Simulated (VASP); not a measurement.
# ZnSe (I-4m2) in VASP: a series of runs

Aim: see how the results for ZnSe move with the level of theory and the settings. Levels: PBE, r2SCAN. Tasks: single point.

Program: VASP 6.6.1. These are calculated values, not measurements. Logs are shortened: lines on timing, memory, paths and dates and some standing lists are left out, and cuts for length are marked.

## 1. The cell of the first run

Symmetry: I-4m2, No. 119, tetragonal system. Conventional cell: a = 4.006 Å, b = 4.006 Å, c = 5.576 Å, α = 90.00°, β = 90.00°, γ = 90.00°. Zn (site symmetry -4m2) has 4 Se at 2.44 Å within 3.2 Å. Se (site symmetry -4m2) has 4 Zn at 2.44 Å within 3.2 Å.

## 2. Single point, PBE (uniaxial x strain -1.6%)

File INCAR:

```
SYSTEM = ZnSe
PREC = Accurate
ENCUT = 520
EDIFF = 1E-6
ISMEAR = -1
SIGMA = 0.02
LREAL = .FALSE.
LASPH = .TRUE.
NELM = 80
ALGO = Normal
ISIF = 2
LWAVE = .FALSE.
LCHARG = .FALSE.
GGA = PE
NBANDS = 16
```

File KPOINTS:

```
Automatic mesh
0
G
  8 8 8
  0 0 0
```

File POSCAR:

```
ZnSe
1.0
    0.0000000000      2.8324246769      2.8324246769
    2.7879556095      0.0000000000      2.8324246769
    2.7879556095      2.8324246769      0.0000000000
Zn Se
1 1
Direct
    0.0000000000      0.0000000000      0.0000000000
    0.2500000000      0.2500000000      0.2500000000
```

Potentials or basis: VASP PAW PBE potentials, release 64 (Zn, Se).

Command:

```console
> cat potpaw_PBE.64/Zn/POTCAR potpaw_PBE.64/Se/POTCAR > POTCAR
> mpirun -np 1 vasp_std > vasp.out
```

OUTCAR:

```text
SYSTEM = ZnSe
   PREC = Accurate
   ENCUT = 520
   EDIFF = 1E-6
   ISMEAR = -1
   LREAL = .FALSE.
   LASPH = .TRUE.
   NELM = 80
   ISIF = 2
   GGA = PE

 ion  position               nearest neighbor table
   1  0.000  0.000  0.000-   2 2.44   2 2.44   2 2.44   2 2.44
   2  0.250  0.250  0.250-   1 2.44   1 2.44   1 2.44   1 2.44

  LATTYP: Found a body centered tetragonal cell.
 ALAT       =     4.0056533925
 C/A-ratio  =     1.3920104095

  Lattice vectors:

 A1 = (  -2.7879556095,   0.0000000000,  -2.8324246769)
 A2 = (  -2.7879556095,   0.0000000000,   2.8324246769)
 A3 = (   2.7879556095,   2.8324246769,   0.0000000000)

Analysis of symmetry for initial positions (statically):
=====================================================================
 Subroutine PRICEL returns:
 Original cell was already a primitive cell.

 Routine SETGRP: Setting up the symmetry group for a
 body centered tetragonal supercell.

 Subroutine GETGRP returns: Found  8 space group operations
 (whereof  8 operations were pure point group operations)
 out of a pool of 16 trial point group operations.

The static configuration has the point symmetry D_2d.

Analysis of symmetry for dynamics (positions and initial velocities):
=====================================================================
 Subroutine PRICEL returns:
 Original cell was already a primitive cell.

 Routine SETGRP: Setting up the symmetry group for a
 body centered tetragonal supercell.

 Subroutine GETGRP returns: Found  8 space group operations
 (whereof  8 operations were pure point group operations)
 out of a pool of 16 trial point group operations.

The dynamic configuration has the point symmetry D_2d.

 Subroutine INISYM returns: Found  8 space group operations
 (whereof  8 operations are pure point group operations),
 and found     1 'primitive' translations

----------------------------------------------------------------------------------------

                                     Primitive cell

  volume of cell :      44.7335

  direct lattice vectors                    reciprocal lattice vectors
     0.000000000  2.832424677  2.832424677    -0.179342884  0.176527201  0.176527201
     2.787955609  0.000000000  2.832424677     0.179342884 -0.176527201  0.176527201
     2.787955609  2.832424677  0.000000000     0.179342884  0.176527201 -0.176527201

  length of vectors
     4.005653392  3.974333407  3.974333407     0.307388314  0.307388314  0.307388314

  position of ions in fractional coordinates (direct lattice)
[... 79 lines left out ...]
   EDIFF  = 0.1E-05   stopping-criterion for ELM
   LREAL  =      F    real-space projection
   EDIFFG = 0.1E-04   stopping-criterion for IOM
   NSW    =      0    number of steps for IOM
   IBRION =     -1    ionic relax: 0-MD 1-quasi-New 2-CG
   NFREE  =      0    steps in history (QN), initial steepest desc. (CG)
   ISIF   =      2    stress and relaxation
   ISYM   =      2    0-nonsym 1-usesym 2-fastsym
   POTIM  = 0.5000    time-step for ionic-motion
   TEBEG  =    0.0;   TEEND  =   0.0 temperature during run
   PSTRESS=    0.0 pullay stress
   NELECT =      18.0000    total number of electrons
   NUPDOWN=      -1.0000    fix difference up-down
   EMIN   =  10.00;   EMAX   =-10.00  energy-range for DOS
   EFERMI =   0.00;   METHOD = LEGACY
   ISMEAR =    -1;   SIGMA  =   0.02  broadening in eV -4-tet -1-fermi 0-gaus
   EFERMI_NEDOS =   21; number of points for ismear=-14 and -15
   IALGO  =     38    algorithm
   IMIX   =      4    mixing-type and parameters
     AMIX     =   0.40;   BMIX     =  1.00
     AMIX_MAG =   1.60;   BMIX_MAG =  1.00
  volume/ion in A,a.u.               =      22.37       150.94
  Fermi-wavevector in a.u.,A,eV,Ry     =   1.208615  2.283952 19.874728  1.460751
  Thomas-Fermi vector in A             =   2.344218
   LORBIT       =      0    0 simple, 1 ext, 2 COOP (PROOUT), +10 PAW based schemes
   GGA     = PE    functional components
   LHFCALC =     F    Hartree Fock is set to
   AEXX    =    0.0000 exact exchange contribution
   IVDW    =     0    specifies the selected vdW correction
   LEPSILON=     F    determine dielectric tensor
   LRPA    =     F    only Hartree local field effects (RPA)
 non-spin polarized calculation
  energy-cutoff  :      520.00
  volume of cell :       44.73
 maximum number of plane-waves:      1235
 NGX is ok and might be reduce to    30
   NGX = 15   NGY = 15   NGZ = 15

 number of electron      17.9999998 magnetization

 Free energy of the ion-electron system (eV)
  ---------------------------------------------------
  ext. energy  EPLUGINS =         0.00000000
  ---------------------------------------------------
  free energy    TOTEN  =        -6.00506692 eV

  energy without entropy =       -6.00506692  energy(sigma->0) =       -6.00506692

 E-fermi :   2.1954     XC(G=0):  -9.4012

 val. band max:        1.8006953840   @ k =   0.0000   0.0000   0.0000
 cond. band min:       3.1224697310   @ k =   0.0000   0.0000   0.0000
 fundamental gap:      1.3217743470
 Fermi energy:         2.1954235648

 k-point     1 :       0.0000    0.0000    0.0000
  band No.  band energies     occupation
      1     -11.6082      2.00000
      2      -4.8497      2.00000
      3      -4.8497      2.00000
      4      -4.8425      2.00000
      5      -4.4634      2.00000
      6      -4.4605      2.00000
[... 433 lines left out ...]
      3      -4.7643      2.00000
      4      -4.7275      2.00000
      5      -4.4738      2.00000
      6      -4.4444      2.00000
[... 8 lines left out ...]
     15      13.1475      0.00000
     16      14.3042      0.00000

 [... further k-points ...]

------------------------ aborting loop because EDIFF is reached ----------------------------------------

  FORCE on cell =-STRESS in cart. coord.  units (eV):
  Direction    XX          YY          ZZ          XY          YZ          ZX
  --------------------------------------------------------------------------------------
  -------------------------------------------------------------------------------------
  Total        1.0832026      0.9418354      0.9418354      0.0000000      0.0000000      0.0000000
  in kB       38.7960667     33.7328463     33.7328463      0.0000000      0.0000000      0.0000000
  external PRESSURE =      35.4205864 kB  Pullay stress =       0.0000000 kB

 VOLUME and BASIS-vectors are now :
 -----------------------------------------------------------------------------
  energy-cutoff  :      520.00
  volume of cell :       44.73
      direct lattice vectors                 reciprocal lattice vectors
     0.000000000  2.832424677  2.832424677    -0.179342884  0.176527201  0.176527201
     2.787955609  0.000000000  2.832424677     0.179342884 -0.176527201  0.176527201
     2.787955609  2.832424677  0.000000000     0.179342884  0.176527201 -0.176527201

 POSITION                                       TOTAL-FORCE (eV/Angst)
 -----------------------------------------------------------------------------------
      0.00000      0.00000      0.00000        -0.000000     -0.000000     -0.000000
      1.39398      1.41621      1.41621         0.000000      0.000000      0.000000
 -----------------------------------------------------------------------------------
    total drift:                                0.000000     -0.000000     -0.000000

  FREE ENERGIE OF THE ION-ELECTRON SYSTEM (eV)
  ---------------------------------------------------
  free  energy   TOTEN  =        -6.0050669243 eV

  energy  without entropy=       -6.0050669243  energy(sigma->0) =       -6.00506692
```

It took 64 s on 1 thread of Intel Xeon 8259CL, shared host; peak memory 0.2 GiB.

Results:

| Item | Value |
| --- | --- |
| Free energy | -6.0051 eV |
| Pressure | 3.5 GPa |
| Band gap on the k mesh | 1.32 eV |

Levels at points of the mesh, in eV from the valence-band top:
```tsv
k point	band 7	band 8	band 9	band 10	band 11	band 12
(0.00, 0.00, 0.00)	-0.06	-0.06	0.00	1.32	5.75	5.76
(0.50, 0.00, 0.00)	-5.38	-0.98	-0.88	2.53	6.28	6.41
(0.50, 0.50, 0.00)	-4.90	-2.27	-2.24	2.93	3.47	10.78
(0.00, 0.50, 0.50)	-4.80	-2.34	-2.34	2.86	3.32	10.93
```

Caveat: the cell differs from its parent crystal (uniaxial x strain -1.6%); the cell stands under pressure.

## 3. Single point, r2SCAN (uniaxial x strain -1.6%)

POSCAR is that of step 2.

File INCAR.step1:

```
SYSTEM = ZnSe
ALGO = Normal
EDIFF = 1E-4
ENCUT = 520
GGA = PE
ISMEAR = 0
LASPH = .TRUE.
LCHARG = .FALSE.
LREAL = .FALSE.
LWAVE = .TRUE.
NBANDS = 16
NELM = 60
PREC = Accurate
SIGMA = 0.01
```

File INCAR.step2:

```
SYSTEM = ZnSe
ALGO = Normal
EDIFF = 1E-6
ENCUT = 520
ISIF = 2
ISMEAR = 0
ISTART = 1
LASPH = .TRUE.
LCHARG = .FALSE.
LMIXTAU = .TRUE.
LREAL = .FALSE.
LWAVE = .FALSE.
METAGGA = R2SCAN
NBANDS = 16
NELM = 60
PREC = Accurate
SIGMA = 0.01
```

File KPOINTS:

```
k-points
0
G
  8 8 8
  0 0 0
```

Potentials or basis: VASP PAW PBE potentials, release 64 (Zn, Se).

Command:

```console
> cat potpaw_PBE.64/Zn/POTCAR potpaw_PBE.64/Se/POTCAR > POTCAR
> cp INCAR.step1 INCAR
> mpirun -np 1 vasp_std > vasp.out
> cp INCAR.step2 INCAR
> mpirun -np 1 vasp_std > vasp.out
```

Wall time 4.6 min (1 thread of Intel Xeon 8259CL, shared host); peak memory 0.2 GiB.

It converged, with:

| Property | Result |
| --- | --- |
| Free energy | -24.9057 eV |
| Pressure | 1.2 GPa |
| Band gap on the k mesh | 1.90 eV |

Stress tensor (GPa, compression positive):
```
1.59 0.00 0.00
0.00 0.99 0.00
0.00 0.00 0.99
```

Levels at points of the mesh, in eV from the valence-band top:
| k point | band 5 | band 6 | band 7 | band 8 | band 9 | band 10 | band 11 | band 12 | band 13 | band 14 |
| --- | --- | --- | --- | --- | --- | --- | --- | --- | --- | --- |
| (0.00, 0.00, 0.00) | -6.37 | -6.37 | -0.06 | -0.06 | 0.00 | 1.90 | 6.27 | 6.27 | 6.27 | 10.63 |
| (0.50, 0.00, 0.00) | -6.35 | -6.21 | -5.46 | -1.00 | -0.90 | 3.04 | 6.76 | 6.89 | 9.09 | 11.76 |
| (0.50, 0.50, 0.00) | -6.32 | -6.19 | -4.94 | -2.32 | -2.29 | 3.29 | 3.89 | 11.55 | 12.06 | 12.24 |
| (0.00, 0.50, 0.50) | -6.32 | -6.17 | -4.84 | -2.39 | -2.39 | 3.21 | 3.73 | 11.71 | 12.14 | 12.14 |

Caveat: the cell differs from its parent crystal (uniaxial x strain -1.6%); the PAW data sets were made with another functional, which shifts forces and pressure a little.
